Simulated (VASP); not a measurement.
MgO, 2 atoms in the cell. It takes space group R-3m (No. 166, trigonal). Conventional cell: a = 2.973 Å, b = 2.973 Å, c = 7.391 Å, α = 90.00°, β = 90.00°, γ = 120.00°. Within 2.8 Å of Mg (site symmetry -3m) lie 6 O at 2.11 Å. O (site symmetry -3m) has 6 Mg at 2.11 Å within 2.8 Å.  This cell differs from its parent crystal: strain along [111] +1.5%.

| Quantity | Value |
| --- | --- |
| Program | VASP 6.6.1 |
| Task | single point |
| Functional | PBE |
| Potentials or basis | VASP PAW PBE potentials, release 64 (Mg, O) |
| Cutoff | 520 eV |
| k mesh | 10 × 10 × 10 |
| Occupations | fermi-dirac, width 0.02 eV |
| Spin | no spin polarisation |
| Dipole correction | no |
| Further INCAR settings | ALGO = Normal; EDIFF = 1e-06; NBANDS = 11 |

Potentials or basis: VASP PAW PBE potentials, release 64 (Mg, O).

Run with:

```console
$ cat potpaw_PBE.64/Mg/POTCAR potpaw_PBE.64/O/POTCAR > POTCAR
$ mpirun -np 1 vasp_std > vasp.out
```

Hardware: 1 thread of Intel(R) Xeon(R) 6975P-C (Granite Rapids), on a shared host.

Q: How long does it take, and how much memory?

A: Wall time 7.5 s on 1 thread of Intel(R) Xeon(R) 6975P-C (Granite Rapids) (shared host), peak memory 0.16 GiB. Counts: scf iterations 12, k points 116.
